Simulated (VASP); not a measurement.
# Ge2Sb2Te5 (P-3m1) in VASP: single point with LDA

Aim: the single point of Ge2Sb2Te5 with LDA.

Program: VASP 6.6.1. These are calculated values, not measurements. Logs are shortened: lines on timing, memory, paths and dates and some standing lists are left out, and cuts for length are marked.

## (1) The cell of the first run

The structure is trigonal, space group P-3m1 (No. 164). Conventional cell: a = 4.175 Å, b = 4.175 Å, c = 16.903 Å, α = 90.00°, β = 90.00°, γ = 120.00°. Ge (site symmetry 3m) has 6 Te at 2.79 to 3.14 Å within 3.7 Å. Within 3.9 Å of Sb (site symmetry 3m) lie 6 Te at 2.97 to 3.12 Å. Within 4.2 Å of Te (site symmetry -3m) lie 6 Sb at 3.12 Å and 6 Te at 4.18 Å. Te (site symmetry 3m) has 3 Sb at 2.97 Å and 3 Ge at 3.14 Å within 3.9 Å. Within 3.7 Å of Te (site symmetry 3m) lie 3 Ge at 2.79 Å and 3 Te at 3.57 Å.

## (2) Single point, LDA

Input file INCAR:

```
SYSTEM = Ge2Sb2Te5
  PREC = Accurate
  ENCUT = 520
  EDIFF = 1E-6
  ISMEAR = 0
  SIGMA = 0.05
  LREAL = .FALSE.
  LASPH = .TRUE.
  NELM = 80
  ALGO = Normal
  ISIF = 2
  LWAVE = .FALSE.
  LCHARG = .FALSE.
  GGA = CA
  NBANDS = 44
```

Input file KPOINTS:

```
Automatic mesh
0
G
  10 10 4
  0 0 0
```

Input file POSCAR:

```
Ge2Sb2Te5
1.0
    4.1753194017      0.0000000000      0.0000000000
   -2.0876597008      3.6159326708      0.0000000000
    0.0000000000      0.0000000000     16.9025659873
Ge Sb Te
2 2 5
Direct
    0.0000000000      0.0000000000      0.3390443950
    0.0000000000      0.0000000000      0.6609556050
    0.3333333333      0.6666666667      0.1173667629
    0.6666666667      0.3333333333      0.8826332371
    0.0000000000      0.0000000000      0.0000000000
    0.3333333333      0.6666666667      0.7795982777
    0.6666666667      0.3333333333      0.2204017223
    0.3333333333      0.6666666667      0.4221011146
    0.6666666667      0.3333333333      0.5778988854
```

Potentials or basis: VASP PAW LDA potentials, release 64 (Ge_d, Sb, Te).

Run with:

```console
$ cat potpaw_LDA.64/Ge_d/POTCAR potpaw_LDA.64/Sb/POTCAR potpaw_LDA.64/Te/POTCAR > POTCAR
$ mpirun -np 1 vasp_std > vasp.out
```

OUTCAR:

```text
SYSTEM = Ge2Sb2Te5
   PREC = Accurate
   ENCUT = 520
   EDIFF = 1E-6
   ISMEAR = 0
   LREAL = .FALSE.
   LASPH = .TRUE.
   NELM = 80
   ISIF = 2
   GGA = CA

 ion  position               nearest neighbor table
   1  0.000  0.000  0.339-   8 2.79   8 2.79   8 2.79   7 3.14   7 3.14   7 3.14
   2  0.000  0.000  0.661-   9 2.79   9 2.79   9 2.79   6 3.14   6 3.14   6 3.14
   3  0.333  0.667  0.117-   7 2.97   7 2.97   7 2.97   5 3.12   5 3.12   5 3.12
   4  0.667  0.333  0.883-   6 2.97   6 2.97   6 2.97   5 3.12   5 3.12   5 3.12
   5  0.000  0.000  0.000-   3 3.12   4 3.12   3 3.12   4 3.12   4 3.12   3 3.12
   6  0.333  0.667  0.780-   4 2.97   4 2.97   4 2.97   2 3.14   2 3.14   2 3.14
   7  0.667  0.333  0.220-   3 2.97   3 2.97   3 2.97   1 3.14   1 3.14   1 3.14
   8  0.333  0.667  0.422-   1 2.79   1 2.79   1 2.79   9 3.57   9 3.57   9 3.57
   9  0.667  0.333  0.578-   2 2.79   2 2.79   2 2.79   8 3.57   8 3.57   8 3.57

  LATTYP: Found a hexagonal cell.
 ALAT       =     4.1753194017
 C/A-ratio  =     4.0482090976

  Lattice vectors:

 A1 = (   4.1753194017,   0.0000000000,   0.0000000000)
 A2 = (  -2.0876597008,   3.6159326708,   0.0000000000)
 A3 = (   0.0000000000,   0.0000000000,  16.9025659873)

Analysis of symmetry for initial positions (statically):
=====================================================================
 Subroutine PRICEL returns:
 Original cell was already a primitive cell.

 Routine SETGRP: Setting up the symmetry group for a
 hexagonal supercell.

 Subroutine GETGRP returns: Found 12 space group operations
 (whereof 12 operations were pure point group operations)
 out of a pool of 24 trial point group operations.

The static configuration has the point symmetry D_3d.

Analysis of symmetry for dynamics (positions and initial velocities):
=====================================================================
 Subroutine PRICEL returns:
 Original cell was already a primitive cell.

 Routine SETGRP: Setting up the symmetry group for a
 hexagonal supercell.

 Subroutine GETGRP returns: Found 12 space group operations
 (whereof 12 operations were pure point group operations)
 out of a pool of 24 trial point group operations.

The dynamic configuration has the point symmetry D_3d.

 Subroutine INISYM returns: Found 12 space group operations
 (whereof 12 operations are pure point group operations),
 and found     1 'primitive' translations

----------------------------------------------------------------------------------------

                                     Primitive cell

  volume of cell :     255.1894

  direct lattice vectors                    reciprocal lattice vectors
     4.175319402  0.000000000  0.000000000     0.239502635  0.138276911  0.000000000
    -2.087659701  3.615932671  0.000000000     0.000000000  0.276553822  0.000000000
     0.000000000  0.000000000 16.902565987     0.000000000  0.000000000  0.059162615

  length of vectors
     4.175319402  4.175319402 16.902565987     0.276553822  0.276553822  0.059162615

  position of ions in fractional coordinates (direct lattice)
     0.000000000  0.000000000  0.339044395
     0.000000000  0.000000000  0.660955605
     0.333333333  0.666666667  0.117366763
     0.666666667  0.333333333  0.882633237
     0.000000000  0.000000000  0.000000000
     0.333333333  0.666666667  0.779598278
     0.666666667  0.333333333  0.220401722
     0.333333333  0.666666667  0.422101115
     0.666666667  0.333333333  0.577898885

  ion indices of the primitive-cell ions
   primitive index   ion index
                 1           1
                 2           2
                 3           3
                 4           4
                 5           5
                 6           6
                 7           7
                 8           8
                 9           9

----------------------------------------------------------------------------------------

 KPOINTS: Automatic mesh

Automatic generation of k-mesh.
 Grid dimensions read from file:
 generate k-points for:   10   10    4

 Generating k-lattice:

  Cartesian coordinates                     Fractional coordinates (reciprocal lattice)
     0.023950264  0.013827691  0.000000000     0.100000000  0.000000000  0.000000000
     0.000000000  0.027655382  0.000000000     0.000000000  0.100000000  0.000000000
     0.000000000  0.000000000  0.014790654     0.000000000  0.000000000  0.250000000

  Length of vectors
     0.027655382  0.027655382  0.014790654

  Shift w.r.t. Gamma in fractional coordinates (k-lattice)
     0.000000000  0.000000000  0.000000000

 Subroutine IBZKPT returns following result:
 ===========================================

 Found     50 irreducible k-points:

 Following reciprocal coordinates:
            Coordinates               Weight
  0.000000  0.000000  0.000000      1.000000
  0.100000 -0.000000  0.000000      6.000000
  0.200000 -0.000000  0.000000      6.000000
  0.300000  0.000000  0.000000      6.000000
  0.400000  0.000000  0.000000      6.000000
  0.500000  0.000000  0.000000      3.000000
[... 16 lines left out ...]
  0.000000  0.400000  0.250000      6.000000
  0.500000  0.000000  0.250000      6.000000
 [... further k-points ...]
   k-points           NKPTS =     50   k-points in BZ     NKDIM =     50   number of bands    NBANDS=     44
   number of dos      NEDOS =    301   number of ions     NIONS =      9
   total plane-waves  NPLWV = 129024
   dimension x,y,z NGX =    32 NGY =   32 NGZ =  126
   dimension x,y,z NGXF=    64 NGYF=   64 NGZF=  252
   ions per type =               2   2   5
   NGX,Y,Z   is equivalent  to a cutoff of  12.74, 12.74, 12.39 a.u.
   NGXF,Y,Z  is equivalent  to a cutoff of  25.48, 25.48, 24.79 a.u.
 SYSTEM =  Ge2Sb2Te5
   PREC   = accura    normal or accurate (medium, high low for compatibility)
   ISTART =      0    job   : 0-new  1-cont  2-samecut
   ICHARG =      2    charge: 1-file 2-atom 10-const
   ISPIN  =      1    spin polarized calculation?
   LNONCOLLINEAR =      F non collinear calculations
   LSORBIT =      F    spin-orbit coupling
   LASPH  =      T    aspherical Exc in radial PAW
   ENCUT  =  520.0 eV  38.22 Ry    6.18 a.u.   7.76  7.76 31.43*2*pi/ulx,y,z
   NELM   =     80;   NELMIN=  2; NELMDL= -5     # of ELM steps
   EDIFF  = 0.1E-05   stopping-criterion for ELM
   LREAL  =      F    real-space projection
   EDIFFG = 0.1E-04   stopping-criterion for IOM
   NSW    =      0    number of steps for IOM
   IBRION =     -1    ionic relax: 0-MD 1-quasi-New 2-CG
   NFREE  =      0    steps in history (QN), initial steepest desc. (CG)
   ISIF   =      2    stress and relaxation
   ISYM   =      2    0-nonsym 1-usesym 2-fastsym
   POTIM  = 0.5000    time-step for ionic-motion
   TEBEG  =    0.0;   TEEND  =   0.0 temperature during run
   PSTRESS=    0.0 pullay stress
   NELECT =      68.0000    total number of electrons
   NUPDOWN=      -1.0000    fix difference up-down
   EMIN   =  10.00;   EMAX   =-10.00  energy-range for DOS
   EFERMI =   0.00;   METHOD = LEGACY
   ISMEAR =     0;   SIGMA  =   0.05  broadening in eV -4-tet -1-fermi 0-gaus
   EFERMI_NEDOS =   21; number of points for ismear=-14 and -15
   IALGO  =     38    algorithm
   IMIX   =      4    mixing-type and parameters
     AMIX     =   0.40;   BMIX     =  1.00
     AMIX_MAG =   1.60;   BMIX_MAG =  1.00
  volume/ion in A,a.u.               =      28.35       191.34
  Fermi-wavevector in a.u.,A,eV,Ry     =   1.053473  1.990776 15.099830  1.109806
  Thomas-Fermi vector in A             =   2.188596
   LORBIT       =      0    0 simple, 1 ext, 2 COOP (PROOUT), +10 PAW based schemes
   GGA     = CA    functional components
   LHFCALC =     F    Hartree Fock is set to
   AEXX    =    0.0000 exact exchange contribution
   IVDW    =     0    specifies the selected vdW correction
   LEPSILON=     F    determine dielectric tensor
   LRPA    =     F    only Hartree local field effects (RPA)
 non-spin polarized calculation
 Gauss-broadening in eV      SIGMA  =   0.05
  energy-cutoff  :      520.00
  volume of cell :      255.19
 maximum number of plane-waves:      6903
 NGX is ok and might be reduce to    32
   NGX = 15   NGY = 15   NGZ = 63

 number of electron      68.0000019 magnetization

 Free energy of the ion-electron system (eV)
  ---------------------------------------------------
  ext. energy  EPLUGINS =         0.00000000
  ---------------------------------------------------
  free energy    TOTEN  =       -39.79561815 eV

  energy without entropy =      -39.79445062  energy(sigma->0) =      -39.79503439

 E-fermi :   7.0279     XC(G=0):  -9.9450

 val. band max:        7.0056166468   @ k =   0.5000   0.0000   0.5000
 cond. band min:       7.0363172676   @ k =   0.0000   0.0000   0.2500
 fundamental gap:      0.0307006208
 Fermi energy:         7.0279341962

 k-point     1 :       0.0000    0.0000    0.0000
  band No.  band energies     occupation
      1     -17.9657      2.00000
      2     -17.9657      2.00000
      3     -17.9657      2.00000
      4     -17.9657      2.00000
      5     -17.9518      2.00000
      6     -17.9518      2.00000
[... 36 lines left out ...]
     43       8.9163      0.00000
     44       9.2588      0.00000

 k-point     2 :       0.1000   -0.0000    0.0000
  band No.  band energies     occupation
      1     -17.9660      2.00000
      2     -17.9660      2.00000
      3     -17.9654      2.00000
      4     -17.9654      2.00000
      5     -17.9519      2.00000
      6     -17.9519      2.00000
[... 36 lines left out ...]
     43       9.2068      0.00000
     44       9.4829      0.00000

 k-point     3 :       0.2000   -0.0000    0.0000
  band No.  band energies     occupation
      1     -17.9667      2.00000
      2     -17.9667      2.00000
      3     -17.9647      2.00000
      4     -17.9647      2.00000
      5     -17.9523      2.00000
      6     -17.9523      2.00000
[... 36 lines left out ...]
     43       9.6960      0.00000
     44      10.1005      0.00000

 k-point     4 :       0.3000    0.0000    0.0000
  band No.  band energies     occupation
      1     -17.9677      2.00000
      2     -17.9677      2.00000
      3     -17.9639      2.00000
      4     -17.9639      2.00000
      5     -17.9527      2.00000
      6     -17.9527      2.00000
[... 882 lines left out ...]
     43       9.9125      0.00000
     44      10.4114      0.00000

 k-point    23 :       0.0000    0.4000    0.2500
  band No.  band energies     occupation
      1     -17.9685      2.00000
      2     -17.9685      2.00000
      3     -17.9633      2.00000
      4     -17.9633      2.00000
      5     -17.9531      2.00000
      6     -17.9531      2.00000
[... 36 lines left out ...]
     43      10.0051      0.00000
     44      10.2257      0.00000

 k-point    24 :       0.5000    0.0000    0.2500
  band No.  band energies     occupation
      1     -17.9688      2.00000
      2     -17.9688      2.00000
      3     -17.9631      2.00000
      4     -17.9631      2.00000
      5     -17.9532      2.00000
      6     -17.9532      2.00000
[... 36 lines left out ...]
     43      10.0364      0.00000
     44      10.2710      0.00000

 [... further k-points ...]
[... 5 lines left out ...]
  --------------------------------------------------------------------------------------
  -------------------------------------------------------------------------------------
  Total        0.3763653      0.3763653      0.3495286      0.0000000      0.0000000      0.0000000
  in kB        2.3629662      2.3629662      2.1944750      0.0000000      0.0000000      0.0000000
  external PRESSURE =       2.3068025 kB  Pullay stress =       0.0000000 kB

 VOLUME and BASIS-vectors are now :
 -----------------------------------------------------------------------------
  energy-cutoff  :      520.00
  volume of cell :      255.19
      direct lattice vectors                 reciprocal lattice vectors
     4.175319402  0.000000000  0.000000000     0.239502635  0.138276911  0.000000000
    -2.087659701  3.615932671  0.000000000     0.000000000  0.276553822  0.000000000
     0.000000000  0.000000000 16.902565987     0.000000000  0.000000000  0.059162615

 POSITION                                       TOTAL-FORCE (eV/Angst)
 -----------------------------------------------------------------------------------
      0.00000      0.00000      5.73072        -0.000000     -0.000000     -0.025006
      0.00000      0.00000     11.17185         0.000000     -0.000000      0.025006
     -0.00000      2.41062      1.98380         0.000000     -0.000000     -0.031258
      2.08766      1.20531     14.91877        -0.000000      0.000000      0.031258
      0.00000      0.00000      0.00000         0.000000     -0.000000      0.000000
     -0.00000      2.41062     13.17721        -0.000000      0.000000     -0.046277
      2.08766      1.20531      3.72535        -0.000000     -0.000000      0.046277
     -0.00000      2.41062      7.13459        -0.000000     -0.000000      0.027778
      2.08766      1.20531      9.76797         0.000000      0.000000     -0.027778
 -----------------------------------------------------------------------------------
    total drift:                                0.000000     -0.000000      0.000000

  FREE ENERGIE OF THE ION-ELECTRON SYSTEM (eV)
  ---------------------------------------------------
  free  energy   TOTEN  =       -39.7956181483 eV

  energy  without entropy=      -39.7944506223  energy(sigma->0) =      -39.79503439
```

It took 16 min on 1 thread of Intel Xeon Platinum 8488C (Sapphire Rapids), shared host; peak memory 0.61 GiB.

What came out:

| Quantity | Value |
| --- | --- |
| Free energy | -39.7956 eV |
| Pressure | 0.2 GPa |
| Largest force | 0.046 eV/Å |
| Band gap on the k mesh | zero (bands 34 and 35 overlap by 0.12 eV) |

Forces on the atoms (eV/Å):
```
Ge   0.000  0.000 -0.025
Ge   0.000  0.000  0.025
Sb   0.000  0.000 -0.031
Sb   0.000  0.000  0.031
Te   0.000  0.000  0.000
Te   0.000  0.000 -0.046
Te   0.000  0.000  0.046
Te   0.000  0.000  0.028
Te   0.000  0.000 -0.028
```

Levels at points of the mesh, in eV from the Fermi level:
| k point | band 31 | band 32 | band 33 | band 34 | band 35 | band 36 | band 37 | band 38 |
| --- | --- | --- | --- | --- | --- | --- | --- | --- |
| (0.00, 0.00, 0.00) | -1.49 | -1.32 | -1.00 | -0.09 | -0.02 | -0.02 | 0.59 | 0.95 |
| (0.50, 0.00, 0.00) | -2.04 | -1.95 | -1.22 | -1.10 | 0.19 | 0.59 | 0.62 | 1.45 |
| (0.00, 0.00, 0.50) | -1.57 | -1.57 | -0.92 | -0.11 | 0.04 | 0.04 | 0.61 | 0.79 |
| (0.50, 0.00, 0.50) | -2.37 | -2.10 | -1.71 | -0.45 | -0.02 | 0.35 | 1.04 | 1.62 |

Caveat: spin-orbit coupling is left out, which moves the levels of the heavy elements.

The gap in the log of VASP goes by the Fermi energy; the results here count the filled bands.